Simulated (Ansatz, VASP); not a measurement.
## Two plane-wave programs on Ga27P26

```
Ga P
1.0
     0.00000    8.17575    8.17575
     8.17575    0.00000    8.17575
     8.17575    8.17575    0.00000
Ga P
27 26
Cartesian
  0.1097 -0.0246 0.1129
  2.6056 2.7424 0.1229
  5.4491 5.4467 -0.0036
  2.6266 -0.0322 2.6275
  5.4232 2.7067 2.7327
  8.1497 5.3859 2.7499
  5.4515 0.0015 5.4519
  8.1686 2.7035 5.4810
  10.9060 5.4470 5.4526
  0.1069 2.7516 2.6192
  2.7521 5.5132 2.7504
  5.4799 8.1913 2.7329
  2.7322 2.7035 5.4239
  5.4506 5.4503 5.4529
  8.1685 8.1940 5.4221
  5.4788 2.7003 8.1683
  8.1542 5.5124 8.1517
  10.9029 8.1865 8.1747
  -0.0053 5.4471 5.4501
  2.7323 8.1948 5.4831
  5.4495 10.8940 5.4516
  2.7467 5.3866 8.1522
  5.4204 8.1974 8.1683
  8.1743 10.8869 8.1752
  5.4518 5.4472 10.9079
  8.1747 8.1878 10.9030
  10.9018 10.8856 10.9028
  4.0761 4.1131 1.4059
  6.8226 6.7823 1.4024
  4.0239 1.3087 4.0232
  6.7851 4.0350 4.1198
  9.4991 6.7846 4.0768
  6.8774 1.3045 6.8774
  9.4989 4.1116 6.8266
  12.2635 6.8132 6.8139
  1.4050 4.1111 4.0743
  4.1160 6.8650 4.1201
  6.8792 9.5905 4.0213
  4.1161 4.0351 6.7875
  6.7850 6.8646 6.7877
  9.5381 9.5366 6.7997
  6.8269 4.1102 9.4976
  9.5393 6.8338 9.5396
  12.2782 9.5352 9.5395
  1.3992 6.7838 6.8241
  4.0207 9.5948 6.8805
  6.8137 12.2589 6.8142
  4.0770 6.7852 9.5004
  6.7987 9.5378 9.5392
  9.5378 12.2406 9.5396
  6.8140 6.8136 12.2633
  9.5385 9.5366 12.2795
  12.2624 12.2590 12.2628
```

Alike in both runs: task single point; functional PBE; k mesh 1 × 1 × 1; occupations gaussian, width 0.05 eV; collinear spin.

|  | VASP | Ansatz |
| --- | --- | --- |
| version | VASP 6.6.1 | Ansatz 0.2.0 |
| potentials or method | VASP PAW PBE potentials, release 64 (Ga_d, P), cutoff 400 eV | scalar-relativistic, plane waves, PAW |
| valence electrons in the cell | 481 | 481 |

Ansatz gave:

- gap on the k mesh at the Fermi level (eV): 0.18
- rms of the force components (eV/Å): 0.009
- net moment per atom (μB): 0.02
- size of the moment on the site where the two differ most (μB): 0.05

Q: Estimate VASP's values.

A: gap on the k mesh at the Fermi level (eV): 0.18; rms of the force components (eV/Å): 0.009; net moment per atom (μB): 0.02; size of the moment on the site where the two differ most (μB): 0.08.

Site moments also hang on the region over which each program counts them. Atom by atom the forces differ by 0.001 eV/Å (rms over components). With one functional, cell and mesh, what is left measures potentials, basis and numerics. Ansatz's warnings: stability check not made.
